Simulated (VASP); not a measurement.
Write the native input for VASP 6.6.1 that does the following.

```
Task                   : single point
Functional             : revPBE
Potentials or basis    : VASP PAW PBE potentials, release 64 (Fe)
Cutoff                 : 520 eV
k mesh                 : 13 × 13 × 13
Occupations            : fermi-dirac, width 0.1 eV
Spin                   : no spin polarisation
Dipole correction      : no
Further INCAR settings : ALGO = Normal; EDIFF = 1e-06; NBANDS = 15
```

The structure of Fe lies in POSCAR:

```
Fe
1.0
    0.0000000000      2.4849731960      2.4849731960
    2.4849731960      0.0000000000      2.4849731960
    2.4849731960      2.4849731960      0.0000000000
Fe
2
Direct
    0.1250000000      0.1250000000      0.1250000000
    0.8750000000      0.8750000000      0.8750000000
```

This cell differs from its parent crystal: volume scaled by 1.04.

The input as run:

INCAR

```
PREC = Accurate
ENCUT = 520
EDIFF = 1E-6
ISMEAR = -1
SIGMA = 0.1
LREAL = F
LASPH = T
NELM = 80
ALGO = Normal
ISIF = 2
LWAVE = F
LCHARG = T
GGA = RE
LELF = T
LVHAR = T
NBANDS = 15
```

KPOINTS

```
Automatic mesh
0
Gamma
  13 13 13
```

Potentials or basis: VASP PAW PBE potentials, release 64 (Fe).

Command:

```console
$ cat potpaw_PBE.64/Fe/POTCAR > POTCAR
$ mpirun -np 1 vasp_std > vasp.out
```

Results of the run:

The pressure is -6.2 GPa. The band gap on the k mesh is zero (band 8 reaches 3.56 eV, above the bottom of band 9 at 2.84 eV).

Caveat: the PAW data sets were made with another functional, which shifts forces and pressure a little; the run has no spin polarisation, though such a crystal can be magnetic.

It took 19 s on 1 thread of Intel(R) Xeon(R) Platinum 8559C (Emerald Rapids) (shared host), peak memory 0.17 GiB.
